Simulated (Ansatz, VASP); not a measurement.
**Ti in VASP and in Ansatz**

File INCAR:

```
ALGO = Normal
EDIFF = 1E-6
ENCUT = 520
GGA = PE
ISIF = 2
ISMEAR = 0
LASPH = True
LCHARG = False
LREAL = False
LWAVE = False
NBANDS = 12
NELM = 60
PREC = Accurate
SIGMA = 0.15
```

The input KPOINTS:

```
k-points
0
Gamma
  20 20 20
```

The input POSCAR:

```
Ti
1.0
    0.0000000000      2.2209168942      1.7616312805
    2.2209168942      0.0000000000      1.7616312805
    2.2209168942      2.2209168942      0.0000000000
Ti
1
Direct
    0.0000000000      0.0000000000      0.0000000000
```

Input for Ansatz:

```yaml
crystal:
  lattice:
    - [0.0, 2.2209168942, 1.7616312805]
    - [2.2209168942, 0.0, 1.7616312805]
    - [2.2209168942, 2.2209168942, 0.0]
  atoms:
    - { symbol: Ti, position: [0.0, 0.0, 0.0] }
basis:
  ecutwfc: 520.0
kpoints:
  mp_grid: { grid: [20, 20, 20] }
hamiltonian:
  xc: pbe
  pseudopotentials: { kind: paw, azcp: { folder: soft_1 } }
scf:
  occupations: { method: gaussian, width: 0.15 }
output:
  forces: true
  stress: true
  eigenvalues: true
```

Alike in both runs: task single point; functional PBE; k mesh 20 × 20 × 20; occupations gaussian, width 0.15 eV; no spin polarisation.

|  | VASP | Ansatz |
| --- | --- | --- |
| version | VASP 6.6.1 | Ansatz 0.2.0 |
| potentials or method | VASP PAW PBE potentials, release 64 (Ti_sv), cutoff 520 eV | scalar-relativistic, plane waves, PAW |
| valence electrons in the cell | 12 | 12 |

|  | VASP | Ansatz | Ansatz less VASP |
| --- | --- | --- | --- |
| gap on the k mesh at the Fermi level (eV) | none | none | - |
| pressure (GPa) | -0.6 | -0.4 | +0.21 |
| traceless stress, the component that is largest in VASP (GPa) | 1.58 | 1.57 | -0.008 |

A gap of «none» marks a metal or a gap that the smearing closes.
